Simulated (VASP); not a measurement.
Here is a VASP 6.6.1 calculation.

Contents of INCAR:

```
SYSTEM = KCl
  ALGO = Normal
  EDIFF = 1E-7
  ENCUT = 520
  GGA = PE
  ISIF = 2
  ISMEAR = 0
  LASPH = .True.
  LCHARG = .False.
  LREAL = .False.
  LWAVE = .False.
  NBANDS = 24
  NELM = 80
  PREC = Accurate
  SIGMA = 0.01
```

Contents of KPOINTS:

```
k-points
0
Gamma
  12 12 4
  0 0 0
```

The input POSCAR:

```
KCl
1.0
    4.3400777943      0.0000000000      0.0000000000
   -2.1700388972      3.7586176243      0.0000000000
    0.0000000000      0.0000000000      7.6359720973
K Cl
2 2
Direct
    0.0000000000      0.0000000000      0.0000000000
    0.0000000000      0.0000000000      0.5000000000
    0.3333333333      0.6666666667      0.2500000000
    0.6666666667      0.3333333333      0.7500000000
```

Potentials or basis: VASP PAW PBE potentials, release 64 (K_sv, Cl).

Launch:

```sh
$ cat potpaw_PBE.64/K_sv/POTCAR potpaw_PBE.64/Cl/POTCAR > POTCAR
$ mpirun -np 1 vasp_std > vasp.out
```

(1) What does it give for the band gap on the k mesh?

(2) Estimate the pressure.

## Answers

(1) 5.12 eV.

(2) 0.8 GPa.
